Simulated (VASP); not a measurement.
# BP: relaxation of cell and atoms with PBEsol

Crystal: BP.

```
CELL_PARAMETERS angstrom
2.26007 2.26007 0.00000
-2.26007 2.26007 0.00000
0.00000 2.26007 2.26007
ATOMIC_POSITIONS crystal
B 0.00000 0.00000 0.00000
P 0.75000 0.25000 0.50000
```

```yaml
Program: VASP 6.6.1
Task: relaxation of cell and atoms
Functional: PBEsol
Potentials_or_basis: VASP PAW PBE potentials, release 64 (B, P)
Cutoff: 600 eV
k_mesh: 8 × 8 × 8
Occupations: gaussian, width 0.01 eV
Spin: no spin polarisation
Target_pressure: 7 GPa
Dipole_correction: no
Further_INCAR_settings: ALGO = Normal; EDIFF = 1e-07; IBRION = 2; EDIFFG = -0.002; NSW = 100; ISIF = 3
```

* Relaxed volume: 11.12 Å³/atom
* Relaxed cell: a = 3.156 Å, b = 3.156 Å, c = 3.156 Å, α = 60.00°, β = 60.00°, γ = 90.00°
* Space group after relaxing (to 0.05 Å): F-43m (No. 216)
* Energy change on relaxing (the enthalpy is what falls): +9.2 meV/atom
* Ionic steps: 6
* Pressure after relaxing: 7.0 GPa
* Band gap on the k mesh: 1.10 eV, indirect (least direct gap 3.43 eV)

Step by step:
| step | energy change (eV) | largest force (eV/Å) | pressure (GPa) | volume (Å³) |
| --- | --- | --- | --- | --- |
| 1 | 0.0000 | 0.0000 | 0.13 | 23.09 |
| 2 | 0.0684 | 0.0000 | 14.24 | 21.47 |
| 3 | 0.0183 | 0.0000 | 6.97 | 22.24 |
| 4 | 0.0190 | 0.0000 | 7.11 | 22.22 |
| 5 | 0.0180 | 0.0000 | 6.92 | 22.24 |
| 6 | 0.0184 | 0.0000 | 7.00 | 22.23 |

Final structure:
```xyz
2
Lattice="2.2318 2.2318 0.0000 -2.2318 2.2318 0.0000 0.0000 2.2318 2.2318" Properties=species:S:1:pos:R:3 pbc="T T T"
B     0.0000    0.0000    0.0000
P     1.1159    3.3478    1.1159
```

Levels at points of the mesh, in eV from the valence-band top:
```tsv
k point	band 1	band 2	band 3	band 4	band 5	band 6	band 7	band 8
(0.00, 0.00, 0.00)	-15.95	0.00	0.00	0.00	3.43	3.43	3.43	8.10
(0.50, 0.00, 0.00)	-12.40	-9.46	-1.83	-1.83	4.03	4.68	4.68	10.10
(0.50, 0.50, 0.00)	-10.81	-8.86	-4.33	-4.33	1.13	1.47	12.56	12.56
```

It took 14 s on 1 thread of Intel(R) Xeon(R) 6975P-C (Granite Rapids) (shared host), peak memory 0.15 GiB.

Caveat: the cell is relaxed towards a set pressure, so the enthalpy falls and the energy may rise; the PAW data sets were made with another functional, which shifts forces and pressure a little. A k mesh can miss the band edges.
